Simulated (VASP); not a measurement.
# SrTiO3 (P4mm) in VASP: a series of runs, part 2 of 3

VASP 6.6.1. The steps go on from the part before.

## 3. Single point, PBE (atoms displaced along several vibrational modes)

INCAR reads:

```
ALGO     = Normal         # electronic algorithm
EDIFF    = 1E-7           # SCF threshold, eV
ENCUT    = 520            # plane-wave cutoff, eV
GGA      = PE             # functional
ISIF     = 2              # what is computed and relaxed
ISMEAR   = 0              # smearing method
LASPH    = True           # aspherical terms in the spheres
LCHARG   = False          # write CHGCAR
LREAL    = False          # projectors in reciprocal space
LWAVE    = False          # write WAVECAR
NBANDS   = 28             # bands
NELM     = 60             # most SCF steps
PREC     = Accurate       # precision mode
SIGMA    = 0.05           # smearing width, eV
```

KPOINTS reads:

```
k-points
0
Gamma
  8 8 8
```

POSCAR reads:

```
SrTiO3
1.0
    3.9364094381      0.0000000000      0.0000000000
    0.0000000000      3.9364094381      0.0000000000
    0.0000000000      0.0000000000      3.9364094381
Sr Ti O
1 1 3
Direct
    0.0126740684      0.0000000000      0.0000000000
    0.4885942987      0.5000000000      0.5000000000
   -0.0099596827      0.5000000000      0.5000000000
    0.4873367023      0.0000000000      0.5000000000
    0.4873367023      0.5000000000      0.0000000000
```

Potentials or basis: VASP PAW PBE potentials, release 64 (Sr_sv, Ti_sv, O).

Command:

```
$ cat potpaw_PBE.64/Sr_sv/POTCAR potpaw_PBE.64/Ti_sv/POTCAR potpaw_PBE.64/O/POTCAR > POTCAR
$ mpirun -np 1 vasp_std > vasp.out
```

OUTCAR:

```text
EDIFF = 1E-7
   ENCUT = 520
   GGA = PE
   ISIF = 2
   ISMEAR = 0
   LASPH = True
   LREAL = False
   NELM = 60
   PREC = Accurate

 ion  position               nearest neighbor table
   1  0.013  0.000  0.000-   4 2.71   5 2.71   4 2.71   5 2.71   3 2.78   3 2.78   3 2.78   3 2.78
                             4 2.85   5 2.85   4 2.85   5 2.85   2 3.36   2 3.36   2 3.36   2 3.36
   2  0.489  0.500  0.500-   3 1.96   4 1.97   5 1.97   5 1.97   4 1.97   3 1.97   1 3.36   1 3.36
                             1 3.36   1 3.36   1 3.46   1 3.46   1 3.46   1 3.46
   3  0.990  0.500  0.500-   2 1.96   2 1.97   1 2.78   1 2.78   1 2.78   1 2.78
   4  0.487  0.000  0.500-   2 1.97   2 1.97   1 2.71   1 2.71   1 2.85   1 2.85
   5  0.487  0.500  0.000-   2 1.97   2 1.97   1 2.71   1 2.71   1 2.85   1 2.85

  LATTYP: Found a simple cubic cell.
 ALAT       =     3.9364094381

  Lattice vectors:

 A1 = (   3.9364094381,   0.0000000000,   0.0000000000)
 A2 = (   0.0000000000,   3.9364094381,   0.0000000000)
 A3 = (   0.0000000000,   0.0000000000,   3.9364094381)

Analysis of symmetry for initial positions (statically):
=====================================================================
 Subroutine PRICEL returns:
 Original cell was already a primitive cell.

 Routine SETGRP: Setting up the symmetry group for a
 simple cubic supercell.

 Subroutine GETGRP returns: Found  8 space group operations
 (whereof  8 operations were pure point group operations)
 out of a pool of 48 trial point group operations.

The static configuration has the point symmetry C_4v.

Analysis of symmetry for dynamics (positions and initial velocities):
=====================================================================
 Subroutine PRICEL returns:
 Original cell was already a primitive cell.

 Routine SETGRP: Setting up the symmetry group for a
 simple cubic supercell.

 Subroutine GETGRP returns: Found  8 space group operations
 (whereof  8 operations were pure point group operations)
 out of a pool of 48 trial point group operations.

The dynamic configuration has the point symmetry C_4v.

 Subroutine INISYM returns: Found  8 space group operations
 (whereof  8 operations are pure point group operations),
 and found     1 'primitive' translations

----------------------------------------------------------------------------------------

                                     Primitive cell

  volume of cell :      60.9959

  direct lattice vectors                    reciprocal lattice vectors
     3.936409438  0.000000000  0.000000000     0.254038615  0.000000000  0.000000000
     0.000000000  3.936409438  0.000000000     0.000000000  0.254038615  0.000000000
     0.000000000  0.000000000  3.936409438     0.000000000  0.000000000  0.254038615

  length of vectors
     3.936409438  3.936409438  3.936409438     0.254038615  0.254038615  0.254038615

  position of ions in fractional coordinates (direct lattice)
     0.012674068  0.000000000  0.000000000
     0.488594299  0.500000000  0.500000000
     0.990040317  0.500000000  0.500000000
     0.487336702  0.000000000  0.500000000
     0.487336702  0.500000000  0.000000000

[... 31 lines left out ...]

 Found     75 irreducible k-points:

 Following reciprocal coordinates:
            Coordinates               Weight
  0.000000  0.000000  0.000000      1.000000
  0.125000  0.000000  0.000000      2.000000
  0.000000  0.125000  0.000000      4.000000
  0.250000  0.000000  0.000000      2.000000
  0.000000  0.250000  0.000000      4.000000
  0.375000  0.000000  0.000000      2.000000
[... 16 lines left out ...]
  0.375000  0.250000  0.000000      8.000000
  0.000000  0.375000  0.250000      8.000000
 [... further k-points ...]
   k-points           NKPTS =     75   k-points in BZ     NKDIM =     75   number of bands    NBANDS=     28
   number of dos      NEDOS =    301   number of ions     NIONS =      5
   total plane-waves  NPLWV =  27000
   dimension x,y,z NGX =    30 NGY =   30 NGZ =   30
   dimension x,y,z NGXF=    60 NGYF=   60 NGZF=   60
   ions per type =               1   1   3
   NGX,Y,Z   is equivalent  to a cutoff of  12.67, 12.67, 12.67 a.u.
   NGXF,Y,Z  is equivalent  to a cutoff of  25.34, 25.34, 25.34 a.u.
 SYSTEM =  unknown system
   PREC   = accura    normal or accurate (medium, high low for compatibility)
   ISTART =      0    job   : 0-new  1-cont  2-samecut
   ICHARG =      2    charge: 1-file 2-atom 10-const
   ISPIN  =      1    spin polarized calculation?
   LNONCOLLINEAR =      F non collinear calculations
   LSORBIT =      F    spin-orbit coupling
   LASPH  =      T    aspherical Exc in radial PAW
   ENCUT  =  520.0 eV  38.22 Ry    6.18 a.u.   7.32  7.32  7.32*2*pi/ulx,y,z
   NELM   =     60;   NELMIN=  2; NELMDL= -5     # of ELM steps
   EDIFF  = 0.1E-06   stopping-criterion for ELM
   LREAL  =      F    real-space projection
   EDIFFG = 0.1E-05   stopping-criterion for IOM
   NSW    =      0    number of steps for IOM
   IBRION =     -1    ionic relax: 0-MD 1-quasi-New 2-CG
   NFREE  =      0    steps in history (QN), initial steepest desc. (CG)
   ISIF   =      2    stress and relaxation
   ISYM   =      2    0-nonsym 1-usesym 2-fastsym
   POTIM  = 0.5000    time-step for ionic-motion
   TEBEG  =    0.0;   TEEND  =   0.0 temperature during run
   PSTRESS=    0.0 pullay stress
   NELECT =      40.0000    total number of electrons
   NUPDOWN=      -1.0000    fix difference up-down
   EMIN   =  10.00;   EMAX   =-10.00  energy-range for DOS
   EFERMI =   0.00;   METHOD = LEGACY
   ISMEAR =     0;   SIGMA  =   0.05  broadening in eV -4-tet -1-fermi 0-gaus
   EFERMI_NEDOS =   21; number of points for ismear=-14 and -15
   IALGO  =     38    algorithm
   IMIX   =      4    mixing-type and parameters
     AMIX     =   0.40;   BMIX     =  1.00
     AMIX_MAG =   1.60;   BMIX_MAG =  1.00
  volume/ion in A,a.u.               =      12.20        82.32
  Fermi-wavevector in a.u.,A,eV,Ry     =   1.422311  2.687778 27.524158  2.022969
  Thomas-Fermi vector in A             =   2.543028
   LORBIT       =      0    0 simple, 1 ext, 2 COOP (PROOUT), +10 PAW based schemes
   GGA     = PE    functional components
   LHFCALC =     F    Hartree Fock is set to
   AEXX    =    0.0000 exact exchange contribution
   IVDW    =     0    specifies the selected vdW correction
   LEPSILON=     F    determine dielectric tensor
   LRPA    =     F    only Hartree local field effects (RPA)
 non-spin polarized calculation
 Gauss-broadening in eV      SIGMA  =   0.05
  energy-cutoff  :      520.00
  volume of cell :       61.00
 maximum number of plane-waves:      1671
 NGX is ok and might be reduce to    30
   NGX = 15   NGY = 15   NGZ = 15

 number of electron      39.9999996 magnetization

 Free energy of the ion-electron system (eV)
  ---------------------------------------------------
  ext. energy  EPLUGINS =         0.00000000
  ---------------------------------------------------
  free energy    TOTEN  =       -40.08825435 eV

  energy without entropy =      -40.08825435  energy(sigma->0) =      -40.08825435

 E-fermi :   4.3589     XC(G=0): -11.1415

 val. band max:        3.9639170598   @ k =   0.5000   0.5000   0.5000
 cond. band min:       5.7701840355   @ k =   0.0000   0.0000   0.0000
 fundamental gap:      1.8062669758
 Fermi energy:         4.3589322842

 k-point     1 :       0.0000    0.0000    0.0000
  band No.  band energies     occupation
      1     -52.5978      2.00000
      2     -28.8852      2.00000
      3     -28.8298      2.00000
      4     -28.8298      2.00000
      5     -28.8247      2.00000
      6     -13.3817      2.00000
[... 733 lines left out ...]
     27      11.8995      0.00000
     28      12.1986      0.00000

 [... further k-points ...]

------------------------ aborting loop because EDIFF is reached ----------------------------------------

  FORCE on cell =-STRESS in cart. coord.  units (eV):
  Direction    XX          YY          ZZ          XY          YZ          ZX
  --------------------------------------------------------------------------------------
  -------------------------------------------------------------------------------------
  Total        0.3166136      0.3207473      0.3207473      0.0000000      0.0000000      0.0000000
  in kB        8.3164756      8.4250554      8.4250554      0.0000000      0.0000000      0.0000000
  external PRESSURE =       8.3888622 kB  Pullay stress =       0.0000000 kB

 VOLUME and BASIS-vectors are now :
 -----------------------------------------------------------------------------
  energy-cutoff  :      520.00
  volume of cell :       61.00
      direct lattice vectors                 reciprocal lattice vectors
     3.936409438  0.000000000  0.000000000     0.254038615  0.000000000  0.000000000
     0.000000000  3.936409438  0.000000000     0.000000000  0.254038615  0.000000000
     0.000000000  0.000000000  3.936409438     0.000000000  0.000000000  0.254038615

 POSITION                                       TOTAL-FORCE (eV/Angst)
 -----------------------------------------------------------------------------------
      0.04989      0.00000      0.00000        -0.316740     -0.000000     -0.000000
      1.92331      1.96820      1.96820         0.258805      0.000000     -0.000000
      3.89720      1.96820      1.96820        -0.002298     -0.000000     -0.000000
      1.91836      0.00000      1.96820         0.030116     -0.000000      0.000000
      1.91836      1.96820      0.00000         0.030116     -0.000000      0.000000
 -----------------------------------------------------------------------------------
    total drift:                                0.000701     -0.000000      0.000004

  FREE ENERGIE OF THE ION-ELECTRON SYSTEM (eV)
  ---------------------------------------------------
  free  energy   TOTEN  =       -40.0882543486 eV

  energy  without entropy=      -40.0882543486  energy(sigma->0) =      -40.08825435
```

Run time: 2.6 min. Hardware: 1 thread of Intel Xeon 8259CL, shared host; peak memory 0.26 GiB.

What came out:

| Property | Result |
| --- | --- |
| Free energy | -40.0883 eV |
| Pressure | 0.8 GPa |
| Largest force | 0.317 eV/Å |
| Band gap on the k mesh | 1.81 eV (least direct gap 2.17 eV) |

Forces in eV/Å, atoms in the order of the input:
```
Sr  -0.317  0.000  0.000
Ti   0.259  0.000  0.000
O   -0.002  0.000  0.000
O    0.030  0.000  0.000
O    0.030  0.000  0.000
```

Caveat: the cell differs from its parent crystal (atoms displaced along several vibrational modes). A k mesh can miss the band edges.

(Continued in part 3 of 3.)
